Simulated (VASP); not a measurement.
Set up this calculation in VASP 6.6.1, as the native input.

```
Task                   : single point
Functional             : r2SCAN
Potentials or basis    : VASP PAW PBE potentials, release 64 (Al, Au)
Cutoff                 : 520 eV
k mesh                 : 6 × 6 × 4
Occupations            : gaussian, width 0.1 eV
Spin                   : no spin polarisation
Dipole correction      : no
Further INCAR settings : ALGO = Normal; EDIFF = 1e-06; NBANDS = 18
```

Crystal: Al3Au.

```
Al Au
1.0
     2.78869    0.00000    0.00000
     0.00000    2.78869    0.00000
     0.00000    0.00000    7.63267
Al Au
3 1
Cartesian
  0.0000 0.0000 3.8163
  1.3943 1.3943 1.6994
  1.3943 1.3943 5.9333
  0.0000 0.0000 0.0000
```

These files were run (other wordings do the same):

POSCAR

```
Al3Au
1.0
    2.7886886737      0.0000000000      0.0000000000
    0.0000000000      2.7886886737      0.0000000000
    0.0000000000      0.0000000000      7.6326659266
Al Au
3 1
Direct
    0.0000000000      0.0000000000      0.5000000000
    0.5000000000      0.5000000000      0.2226430008
    0.5000000000      0.5000000000      0.7773569992
    0.0000000000      0.0000000000      0.0000000000
```

INCAR.step1

```
PREC = Accurate
ENCUT = 520
ISMEAR = 0
SIGMA = 0.1
LREAL = False
LASPH = True
NELM = 60
NBANDS = 18
GGA = PE
ALGO = Normal
EDIFF = 1E-4
LWAVE = True
LCHARG = False
```

INCAR.step2

```
PREC = Accurate
ENCUT = 520
EDIFF = 1E-6
ISMEAR = 0
SIGMA = 0.1
LREAL = False
LASPH = True
NELM = 60
ALGO = Normal
ISIF = 2
LWAVE = False
LCHARG = True
METAGGA = R2SCAN
LMIXTAU = True
LELF = True
LVHAR = True
NBANDS = 18
ISTART = 1
```

KPOINTS

```
Automatic mesh
0
Gamma
  6 6 4
```

Potentials or basis: VASP PAW PBE potentials, release 64 (Al, Au).

Launch:

```sh
$ cat potpaw_PBE.64/Al/POTCAR potpaw_PBE.64/Au/POTCAR > POTCAR
$ cp INCAR.step1 INCAR
$ mpirun -np 1 vasp_std > vasp.out
$ cp INCAR.step2 INCAR
$ mpirun -np 1 vasp_std > vasp.out
```

It gave:

```
Pressure               : 17.5 GPa
Largest force          : 1.931 eV/Å
Band gap on the k mesh : zero (bands 10 and 11 overlap by 5.62 eV)
```

Caveat: the k points lie up to 0.38 Å⁻¹ apart, too coarse for converged energies and pressures of a metal; the PAW data sets were made with another functional, which shifts forces and pressure a little; spin-orbit coupling is left out, which moves the levels of the heavy elements.

Wall time 2.1 min on 1 thread of Intel Xeon 8259CL (shared host), peak memory 0.2 GiB.
